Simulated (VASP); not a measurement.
OF3, 8 atoms in the cell. Symmetry: Pm-3n, No. 223, cubic system. Conventional cell: a = 4.250 Å, b = 4.250 Å, c = 4.250 Å, α = 90.00°, β = 90.00°, γ = 90.00°. Within 3.1 Å of O (site symmetry m-3) lie 12 F at 2.38 Å. F (site symmetry -4m2) has 10 F at 2.12 to 2.60 Å and 4 O at 2.38 Å within 2.8 Å. The cell was generated, and may not be a known phase.

* Program: VASP 6.6.1
* Task: single point
* Functional: PBE
* Dispersion: D3(BJ)
* Potentials or basis: VASP PAW PBE potentials, release 64 (O, F)
* Cutoff: 520 eV
* k mesh: 4 × 4 × 4
* Occupations: gaussian, width 0.1 eV
* Spin: collinear spin, ferromagnetic start
* Starting moments: [1.0, 1.0, 1.0, 1.0, 1.0, 1.0, 1.0, 1.0] μB
* Dipole correction: no
* Further INCAR settings: ALGO = Normal; EDIFF = 1e-06; NBANDS = 41

Potentials or basis: VASP PAW PBE potentials, release 64 (O, F).

Command:

```sh
$ cat potpaw_PBE.64/O/POTCAR potpaw_PBE.64/F/POTCAR > POTCAR
$ mpirun -np 1 vasp_std > vasp.out
```

Hardware: 1 thread of Intel(R) Xeon(R) Platinum 8488C (Sapphire Rapids), with other jobs on the host.

Question: Estimate the wall time of this run.

Answer: Run time: 65 s on 1 thread of Intel(R) Xeon(R) Platinum 8488C (Sapphire Rapids), on a shared host, peak memory 0.22 GiB. Counts: scf iterations 22, k points 10.
